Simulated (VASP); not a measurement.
Input of a VASP 6.6.1 run:

The input INCAR:

```
SYSTEM = Pb
PREC = Accurate
ENCUT = 520
EDIFF = 1E-8
ISMEAR = -1
SIGMA = 0.05
LREAL = .False.
LASPH = .True.
NELM = 60
ALGO = Normal
ISIF = 2
LWAVE = .False.
LCHARG = .False.
GGA = PE
LEFG = .True.
NBANDS = 21
```

Contents of KPOINTS:

```
regular mesh
0
Gamma
  8 8 8
  0 0 0
```

POSCAR

```
Pb
1.0
    0.0000000000      3.4168854378      3.4168854378
    3.4168854378      0.0000000000      3.4168854378
    3.4168854378      3.4168854378      0.0000000000
Pb
2
Direct
   -0.1925000000     -0.1025000000     -0.1025000000
    0.1925000000      0.1025000000      0.1025000000
```

Potentials or basis: VASP PAW PBE potentials, release 64 (Pb_d).

The run is started by

```sh
$ cat potpaw_PBE.64/Pb_d/POTCAR > POTCAR
$ mpirun -np 1 vasp_std > vasp.out
```

**Question.** Predict the pressure.

**Answer.** 9.4 GPa.

**Question.** Estimate the band gap on the k mesh.

**Answer.** Zero (bands 14 and 15 overlap by 1.45 eV).

Electric field gradients, principal values (V/Å²):
```csv
atom,least,middle,greatest (by size)
1 Pb,211.004,211.007,-422.011
2 Pb,211.004,211.007,-422.011
```

Caveat: the cell differs from its parent crystal (shortest bond scaled by 0.82); the cell stands under pressure; without QUAD_EFG the Cq values of the log hold for a quadrupole moment of 1 mb, not for the nuclei; spin-orbit coupling is left out, which moves the levels of the heavy elements; forces of over 1 eV/Å act on the atoms, so gaps and moduli don't describe the material at rest.
